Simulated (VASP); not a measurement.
SnSe: relaxation of cell and atoms with RPBE

The system is SnSe.

```xyz
2
Lattice="0.0000 3.0100 3.0100 3.0100 0.0000 3.0100 3.0100 3.0100 0.0000" Properties=species:S:1:pos:R:3 pbc="T T T"
Sn    0.0000    0.0000    0.0000
Se    3.0100    3.0100    3.0100
```

```yaml
Program: VASP 6.6.1
Task: relaxation of cell and atoms
Functional: RPBE
Potentials_or_basis: VASP PAW PBE potentials, release 64 (Sn_d, Se)
Cutoff: 600 eV
k_mesh: 8 × 8 × 8
Occupations: methfessel-paxton, width 0.1 eV
Spin: non-collinear spin, typed start, spin-orbit coupling
Starting_moments: "[[0.289, 0.289, 0.289], [0.0, 0.0, 0.0]] μB"
Dipole_correction: no
Further_INCAR_settings: ALGO = Normal; EDIFF = 1e-06; IBRION = 2; EDIFFG = -0.01; NSW = 60; ISIF = 3
```

```json
{
 "Relaxed volume": "28.73 Å³/atom",
 "Relaxed cell": "a = 4.331 Å, b = 4.331 Å, c = 4.331 Å, α = 60.00°, β = 60.00°, γ = 60.00°",
 "Space group after relaxing (to 0.1 Å)": "Fm-3m (No. 225)",
 "Energy gained by relaxing": "11.1 meV/atom",
 "Ionic steps": "3",
 "Pressure after relaxing": "0.0 GPa",
 "Net moment": "0.00 μB per cell",
 "Valence electrons inside the program's atomic spheres": "Sn 12.01; Se 3.79"
}
```

Step by step:
```tsv
step	energy change (eV)	largest force (eV/Å)	pressure (GPa)	volume (Å³)
1	0.0000	0.0000	2.55	54.54
2	-0.0215	0.0000	-0.43	58.04
3	-0.0223	0.0000	0.00	57.46
```

Final structure:
```yaml
crystal:
  lattice:
    - [0.00000, 3.06274, 3.06274]
    - [3.06274, 0.00000, 3.06274]
    - [3.06274, 3.06274, 0.00000]
  atoms:
    - { symbol: Sn, position: [0.00000, 0.00000, 0.00000] }
    - { symbol: Se, position: [0.50000, 0.50000, 0.50000] }
```

Moments on the atoms (μB; x, y, z):
```
Sn  0.00 0.00 0.00
Se  0.00 0.00 0.00
```

Run time: 22 min on 1 thread of Oxide Virtual Turin-like Processor (shared host), peak memory 0.52 GiB.

Caveat: the PAW data sets were made with another functional, which shifts forces and pressure a little. RPBE and its kin give volumes clearly too large for solids.
